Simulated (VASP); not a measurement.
# Pb (Fm-3m) in VASP: a series of runs

Pb is run at these levels: LDA; tasks: single point.

All numbers are computed with VASP 6.6.1; they aren't measurements. Logs are shortened: lines on timing, memory, paths and dates and some standing lists are left out, and cuts for length are marked.

## Step 1: The cell of the first run

It takes space group Fm-3m (No. 225, cubic). Conventional cell: a = 4.875 Å, b = 4.875 Å, c = 4.875 Å, α = 90.00°, β = 90.00°, γ = 90.00°. Pb (site symmetry m-3m) has 12 Pb at 3.45 Å within 4.5 Å.

## Step 2: Single point, LDA

Input file INCAR:

```
  PREC = Accurate
  ENCUT = 520
  EDIFF = 1E-6
  ISMEAR = -1
  SIGMA = 0.1
  LREAL = False
  LASPH = True
  NELM = 80
  ALGO = Normal
  ISIF = 2
  LWAVE = False
  LCHARG = False
  NBANDS = 13
```

Input file KPOINTS:

```
regular mesh
0
Gamma
  3 3 3
```

Input file POSCAR:

```
Pb
1.0
    0.0000000000      2.4375492138      2.4375492138
    2.4375492138      0.0000000000      2.4375492138
    2.4375492138      2.4375492138      0.0000000000
Pb
1
Direct
    0.0000000000      0.0000000000      0.0000000000
```

Potentials or basis: VASP PAW LDA potentials, release 64 (Pb_d).

The run is started by

```console
cat potpaw_LDA.64/Pb_d/POTCAR > POTCAR
mpirun -np 1 vasp_std > vasp.out
```

OUTCAR:

```text
PREC = Accurate
   ENCUT = 520
   EDIFF = 1E-6
   ISMEAR = -1
   LREAL = False
   LASPH = True
   NELM = 80
   ISIF = 2

 ion  position               nearest neighbor table
   1  0.000  0.000  0.000-

  LATTYP: Found a face centered cubic cell.
 ALAT       =     4.8750984276

  Lattice vectors:

 A1 = (   0.0000000000,   2.4375492138,   2.4375492138)
 A2 = (   2.4375492138,   0.0000000000,   2.4375492138)
 A3 = (   2.4375492138,   2.4375492138,   0.0000000000)

Analysis of symmetry for initial positions (statically):
=====================================================================
 Subroutine PRICEL returns:
 Original cell was already a primitive cell.

 Routine SETGRP: Setting up the symmetry group for a
 face centered cubic supercell.

 Subroutine GETGRP returns: Found 48 space group operations
 (whereof 48 operations were pure point group operations)
 out of a pool of 48 trial point group operations.

The static configuration has the point symmetry O_h .

Analysis of symmetry for dynamics (positions and initial velocities):
=====================================================================
 Subroutine PRICEL returns:
 Original cell was already a primitive cell.

 Routine SETGRP: Setting up the symmetry group for a
 face centered cubic supercell.

 Subroutine GETGRP returns: Found 48 space group operations
 (whereof 48 operations were pure point group operations)
 out of a pool of 48 trial point group operations.

The dynamic configuration has the point symmetry O_h .

 Subroutine INISYM returns: Found 48 space group operations
 (whereof 48 operations are pure point group operations),
 and found     1 'primitive' translations

----------------------------------------------------------------------------------------

                                     Primitive cell

  volume of cell :      28.9661

  direct lattice vectors                    reciprocal lattice vectors
     0.000000000  2.437549214  2.437549214    -0.205124064  0.205124064  0.205124064
     2.437549214  0.000000000  2.437549214     0.205124064 -0.205124064  0.205124064
     2.437549214  2.437549214  0.000000000     0.205124064  0.205124064 -0.205124064

  length of vectors
     3.447215157  3.447215157  3.447215157     0.355285300  0.355285300  0.355285300

  position of ions in fractional coordinates (direct lattice)
     0.000000000  0.000000000  0.000000000

  ion indices of the primitive-cell ions
   primitive index   ion index
                 1           1
[... 57 lines left out ...]
   ISIF   =      2    stress and relaxation
   ISYM   =      2    0-nonsym 1-usesym 2-fastsym
   POTIM  = 0.5000    time-step for ionic-motion
   TEBEG  =    0.0;   TEEND  =   0.0 temperature during run
   PSTRESS=    0.0 pullay stress
   NELECT =      14.0000    total number of electrons
   NUPDOWN=      -1.0000    fix difference up-down
   EMIN   =  10.00;   EMAX   =-10.00  energy-range for DOS
   EFERMI =   0.00;   METHOD = LEGACY
   ISMEAR =    -1;   SIGMA  =   0.10  broadening in eV -4-tet -1-fermi 0-gaus
   EFERMI_NEDOS =   21; number of points for ismear=-14 and -15
   IALGO  =     38    algorithm
   IMIX   =      4    mixing-type and parameters
     AMIX     =   0.40;   BMIX     =  1.00
     AMIX_MAG =   1.60;   BMIX_MAG =  1.00
  volume/ion in A,a.u.               =      28.97       195.47
  Fermi-wavevector in a.u.,A,eV,Ry     =   1.284756  2.427838 22.457762  1.650599
  Thomas-Fermi vector in A             =   2.416931
   LORBIT       =      0    0 simple, 1 ext, 2 COOP (PROOUT), +10 PAW based schemes
   GGA     = CA    functional components
   LHFCALC =     F    Hartree Fock is set to
   AEXX    =    0.0000 exact exchange contribution
   IVDW    =     0    specifies the selected vdW correction
   LEPSILON=     F    determine dielectric tensor
   LRPA    =     F    only Hartree local field effects (RPA)
 non-spin polarized calculation
  energy-cutoff  :      520.00
  volume of cell :       28.97
 maximum number of plane-waves:       797
 NGX is ok and might be reduce to    28
   NGX = 13   NGY = 13   NGZ = 13

 number of electron      13.9999999 magnetization

 Free energy of the ion-electron system (eV)
  ---------------------------------------------------
  ext. energy  EPLUGINS =         0.00000000
  ---------------------------------------------------
  free energy    TOTEN  =        -4.03907394 eV

  energy without entropy =       -3.95112106  energy(sigma->0) =       -3.99509750

 E-fermi :   6.0162     XC(G=0): -10.6937

 val. band max:        5.9405566369   @ k =   0.3333   0.0000   0.0000
 cond. band min:       7.5668755759   @ k =   0.3333   0.3333   0.0000
 fundamental gap:      1.6263189390
 Fermi energy:         6.0162349222

 k-point     1 :       0.0000    0.0000    0.0000
  band No.  band energies     occupation
      1      -9.5865      2.00000
      2      -9.5865      2.00000
      3      -9.5865      2.00000
      4      -9.4187      2.00000
      5      -9.4187      2.00000
      6      -4.5812      2.00000
      7      15.2202      0.00000
      8      15.2202      0.00000
      9      15.2202      0.00000
     10      17.3638      0.00000
     11      19.5761      0.00000
     12      20.3737      0.00000
     13      20.3737      0.00000
[... 34 lines left out ...]
  band No.  band energies     occupation
      1      -9.6508      2.00000
      2      -9.4680      2.00000
      3      -9.4166      2.00000
      4      -9.3831      2.00000
      5      -9.3137      2.00000
      6       0.3120      2.00000
      7       5.6201      1.96264
      8       5.8680      1.62982
      9      11.2689      0.00000
     10      14.6544      0.00000
     11      21.6226      0.00000
     12      23.1734      0.00000
     13      23.2589      0.00000

------------------------ aborting loop because EDIFF is reached ----------------------------------------

  FORCE on cell =-STRESS in cart. coord.  units (eV):
  Direction    XX          YY          ZZ          XY          YZ          ZX
  --------------------------------------------------------------------------------------
  -------------------------------------------------------------------------------------
  Total       -0.1709399     -0.1709399     -0.1709399     -0.0000000      0.0000000      0.0000000
  in kB       -9.4550532     -9.4550532     -9.4550532     -0.0000000      0.0000000      0.0000000
  external PRESSURE =      -9.4550532 kB  Pullay stress =       0.0000000 kB

 VOLUME and BASIS-vectors are now :
 -----------------------------------------------------------------------------
  energy-cutoff  :      520.00
  volume of cell :       28.97
      direct lattice vectors                 reciprocal lattice vectors
     0.000000000  2.437549214  2.437549214    -0.205124064  0.205124064  0.205124064
     2.437549214  0.000000000  2.437549214     0.205124064 -0.205124064  0.205124064
     2.437549214  2.437549214  0.000000000     0.205124064  0.205124064 -0.205124064

 POSITION                                       TOTAL-FORCE (eV/Angst)
 -----------------------------------------------------------------------------------
      0.00000      0.00000      0.00000         0.000000      0.000000     -0.000000
 -----------------------------------------------------------------------------------
    total drift:                               -0.000000     -0.000000     -0.000000

  FREE ENERGIE OF THE ION-ELECTRON SYSTEM (eV)
  ---------------------------------------------------
  free  energy   TOTEN  =        -4.0390739378 eV

  energy  without entropy=       -3.9511210645  energy(sigma->0) =       -3.99509750
```

Run time: 2.6 s. Hardware: 1 thread of Intel Xeon 8259CL, shared host; peak memory 0.14 GiB.

Results:

- Free energy: -4.0391 eV
- Pressure: -0.9 GPa
- Band gap on the k mesh: zero (band 7 reaches 15.22 eV, above the bottom of band 8 at 5.87 eV)

Caveat: the k points lie up to 0.74 Å⁻¹ apart; spin-orbit coupling is left out, which moves the levels of the heavy elements.

## Step 3: Single point, LDA

Input file INCAR:

```
PREC = Accurate
ENCUT = 520
EDIFF = 1E-6
ISMEAR = -1
SIGMA = 0.1
LREAL = False
LASPH = True
NELM = 100
ALGO = Normal
ISIF = 2
LWAVE = False
LCHARG = False
GGA = CA
NBANDS = 13
```

Input file KPOINTS:

```
Automatic mesh
0
Gamma
  4 4 4
```

POSCAR is that of step 2.

Potentials or basis: VASP PAW LDA potentials, release 64 (Pb_d).

The run is started by

```console
cat potpaw_LDA.64/Pb_d/POTCAR > POTCAR
mpirun -np 1 vasp_std > vasp.out
```

Run time: 3.3 s. Hardware: 1 thread of Intel Xeon 8259CL, shared host; peak memory 0.14 GiB.

Results (log left out):

```yaml
Free_energy: -4.1101 eV
Pressure: -0.1 GPa
Band_gap_on_the_k_mesh: zero (band 7 reaches 15.24 eV, above the bottom of band 8 at 6.06 eV)
```

Levels at points of the mesh, in eV from the Fermi level:
```csv
k point,band 4,band 5,band 6,band 7,band 8,band 9,band 10,band 11
"(0.00, 0.00, 0.00)",-17.28,-17.28,-12.46,7.34,7.34,7.34,9.47,11.69
"(0.50, 0.00, 0.00)",-17.13,-17.13,-8.58,-4.80,5.39,5.39,8.97,9.59
"(0.50, 0.50, 0.00)",-17.09,-17.09,-7.06,-3.84,1.69,1.69,5.25,6.50
```

Caveat: the k points lie up to 0.56 Å⁻¹ apart; spin-orbit coupling is left out, which moves the levels of the heavy elements.

## Step 4: Single point, LDA

Input file INCAR:

```
SYSTEM = Pb
PREC = Accurate
ENCUT = 520
EDIFF = 1E-6
ISMEAR = -1
SIGMA = 0.1
LREAL = .False.
LASPH = .True.
NELM = 60
ALGO = Normal
ISIF = 2
LWAVE = .False.
LCHARG = .True.
GGA = CA
LELF = .True.
LVHAR = .True.
NBANDS = 13
```

Input file KPOINTS:

```
regular mesh
0
Gamma
  5 5 5
  0 0 0
```

POSCAR is that of step 3.

Potentials or basis: VASP PAW LDA potentials, release 64 (Pb_d).

The run is started by

```console
cat potpaw_LDA.64/Pb_d/POTCAR > POTCAR
mpirun -np 1 vasp_std > vasp.out
```

OUTCAR:

```text
SYSTEM = Pb
   PREC = Accurate
   ENCUT = 520
   EDIFF = 1E-6
   ISMEAR = -1
   LREAL = .False.
   LASPH = .True.
   NELM = 60
   ISIF = 2
   GGA = CA

 ion  position               nearest neighbor table
   1  0.000  0.000  0.000-

  LATTYP: Found a face centered cubic cell.
 ALAT       =     4.8750984276

  Lattice vectors:

 A1 = (   0.0000000000,   2.4375492138,   2.4375492138)
 A2 = (   2.4375492138,   0.0000000000,   2.4375492138)
 A3 = (   2.4375492138,   2.4375492138,   0.0000000000)

Analysis of symmetry for initial positions (statically):
=====================================================================
 Subroutine PRICEL returns:
 Original cell was already a primitive cell.

 Routine SETGRP: Setting up the symmetry group for a
 face centered cubic supercell.

 Subroutine GETGRP returns: Found 48 space group operations
 (whereof 48 operations were pure point group operations)
 out of a pool of 48 trial point group operations.

The static configuration has the point symmetry O_h .

Analysis of symmetry for dynamics (positions and initial velocities):
=====================================================================
 Subroutine PRICEL returns:
 Original cell was already a primitive cell.

 Routine SETGRP: Setting up the symmetry group for a
 face centered cubic supercell.

 Subroutine GETGRP returns: Found 48 space group operations
 (whereof 48 operations were pure point group operations)
 out of a pool of 48 trial point group operations.

The dynamic configuration has the point symmetry O_h .

 Subroutine INISYM returns: Found 48 space group operations
 (whereof 48 operations are pure point group operations),
 and found     1 'primitive' translations

----------------------------------------------------------------------------------------

                                     Primitive cell

  volume of cell :      28.9661
[... 97 lines left out ...]
   GGA     = CA    functional components
   LHFCALC =     F    Hartree Fock is set to
   AEXX    =    0.0000 exact exchange contribution
   IVDW    =     0    specifies the selected vdW correction
   LEPSILON=     F    determine dielectric tensor
   LRPA    =     F    only Hartree local field effects (RPA)
 non-spin polarized calculation
  energy-cutoff  :      520.00
  volume of cell :       28.97
 maximum number of plane-waves:       794
 NGX is ok and might be reduce to    28
   NGX = 13   NGY = 13   NGZ = 13

 number of electron      13.9999999 magnetization

 Free energy of the ion-electron system (eV)
  ---------------------------------------------------
  ext. energy  EPLUGINS =         0.00000000
  ---------------------------------------------------
  free energy    TOTEN  =        -4.24272749 eV

  energy without entropy =       -4.21454613  energy(sigma->0) =       -4.22863681

 E-fermi :   7.2279     XC(G=0): -10.6770

 val. band max:        7.1707556790   @ k =  -0.4000   0.4000   0.2000
 cond. band min:       7.8234787670   @ k =  -0.2000   0.2000   0.0000
 fundamental gap:      0.6527230880
 Fermi energy:         7.2279375667

 k-point     1 :       0.0000    0.0000    0.0000
  band No.  band energies     occupation
      1      -9.5228      2.00000
      2      -9.5228      2.00000
      3      -9.5228      2.00000
      4      -9.3592      2.00000
      5      -9.3592      2.00000
      6      -4.5532      2.00000
      7      15.2460      0.00000
      8      15.2460      0.00000
      9      15.2460      0.00000
     10      17.3866      0.00000
     11      19.5913      0.00000
     12      20.3923      0.00000
     13      20.3923      0.00000
[... 130 lines left out ...]
  band No.  band energies     occupation
      1      -9.5304      2.00000
      2      -9.5172      2.00000
      3      -9.3893      2.00000
      4      -9.2784      2.00000
      5      -9.2047      2.00000
      6       0.1920      2.00000
      7       5.6479      2.00000
      8       7.1708      1.27837
      9       9.1335      0.00000
     10      17.5965      0.00000
     11      18.6390      0.00000
     12      20.1779      0.00000
     13      23.9777      0.00000

------------------------ aborting loop because EDIFF is reached ----------------------------------------

  FORCE on cell =-STRESS in cart. coord.  units (eV):
  Direction    XX          YY          ZZ          XY          YZ          ZX
  --------------------------------------------------------------------------------------
  -------------------------------------------------------------------------------------
  Total       -0.0440023     -0.0440023     -0.0440023      0.0000000      0.0000000     -0.0000000
  in kB       -2.4338629     -2.4338629     -2.4338629      0.0000000      0.0000000     -0.0000000
  external PRESSURE =      -2.4338629 kB  Pullay stress =       0.0000000 kB

 VOLUME and BASIS-vectors are now :
 -----------------------------------------------------------------------------
  energy-cutoff  :      520.00
  volume of cell :       28.97
      direct lattice vectors                 reciprocal lattice vectors
     0.000000000  2.437549214  2.437549214    -0.205124064  0.205124064  0.205124064
     2.437549214  0.000000000  2.437549214     0.205124064 -0.205124064  0.205124064
     2.437549214  2.437549214  0.000000000     0.205124064  0.205124064 -0.205124064

 POSITION                                       TOTAL-FORCE (eV/Angst)
 -----------------------------------------------------------------------------------
      0.00000      0.00000      0.00000         0.000000      0.000000      0.000000
 -----------------------------------------------------------------------------------
    total drift:                               -0.000000     -0.000000     -0.000000

  FREE ENERGIE OF THE ION-ELECTRON SYSTEM (eV)
  ---------------------------------------------------
  free  energy   TOTEN  =        -4.2427274913 eV

  energy  without entropy=       -4.2145461339  energy(sigma->0) =       -4.22863681
```

It took 4.1 s on 1 thread of Intel Xeon 8259CL, shared host; peak memory 0.14 GiB.

What came out:

```yaml
Free_energy: -4.2427 eV
Pressure: -0.2 GPa
Band_gap_on_the_k_mesh: zero (band 7 reaches 15.25 eV, above the bottom of band 8 at 6.88 eV)
```

Caveat: the k points lie up to 0.45 Å⁻¹ apart; spin-orbit coupling is left out, which moves the levels of the heavy elements.

## Step 5: Overview

```tsv
k mesh	gap on the mesh (eV)	pressure (GPa)
3 × 3 × 3	none	-0.9
4 × 4 × 4	none	-0.1
5 × 5 × 5	none	-0.2
```

Alike in all rows: task single point; level LDA; potentials or basis VASP PAW LDA potentials, release 64 (Pb_d); no spin polarisation; cell as given; cutoff (eV) 520; smearing fermi-dirac 0.1 eV.

Caveats: all runs use coarse meshes; spin-orbit coupling is left out, which moves the levels of the heavy elements.

Absolute energies hang on the potentials; compare differences alone.
